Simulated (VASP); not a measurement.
# MgO: single point with PBE

Crystal: MgO.

```
Mg O
1.0
     3.48029    0.00000    0.00000
    -1.74015    3.01402    0.00000
     0.00000    0.00000    4.33816
Mg O
2 2
Direct
  0.66947 0.33333 0.75000
  0.33614 0.66667 0.25000
  0.66241 0.33333 0.25000
  0.32907 0.66667 0.75000
```

This cell differs from its parent crystal: mode 8 frozen in at -0.015 Å, strain +e along z and -e/2 along x and y +0.0233.

```yaml
Program: VASP 6.6.1
Task: single point
Functional: PBE
Potentials_or_basis: VASP PAW PBE potentials, release 64 (Mg, O)
Cutoff: 520 eV
k_mesh: 9 × 9 × 6
Occupations: gaussian, width 0.05 eV
Spin: no spin polarisation
Dipole_correction: no
Further_INCAR_settings: ALGO = Normal; EDIFF = 1e-07; NBANDS = 16
```

```yaml
Pressure: -0.3 GPa
Largest_force: 0.229 eV/Å
Band_gap_on_the_k_mesh: 3.21 eV, direct
```

Forces in eV/Å, atoms in the order of the input:
```
Mg  -0.229 -0.009  0.000
Mg  -0.229  0.009  0.000
O    0.229 -0.009  0.000
O    0.229  0.009  0.000
```

Stress tensor (GPa, compression positive):
```
 1.47  0.00  0.00
 0.00  1.41  0.00
 0.00  0.00 -3.81
```

Levels at points of the mesh, in eV from the valence-band top:
| k point | band 4 | band 5 | band 6 | band 7 | band 8 | band 9 | band 10 | band 11 | band 12 | band 13 |
| --- | --- | --- | --- | --- | --- | --- | --- | --- | --- | --- |
| (0.00, 0.00, 0.00) | -1.67 | -1.67 | -0.86 | -0.86 | 0.00 | 3.21 | 9.04 | 11.59 | 12.53 | 12.53 |
| (0.00, 0.00, 0.50) | -2.39 | -1.30 | -1.30 | -1.25 | -1.25 | 6.20 | 6.20 | 12.88 | 12.88 | 12.91 |

Run time: 100 s on 1 thread of Intel Xeon 8259CL, with other jobs on the host, peak memory 0.21 GiB.

Caveat: the cell differs from its parent crystal (mode 8 frozen in at -0.015 Å, strain +e along z and -e/2 along x and y +0.0233).
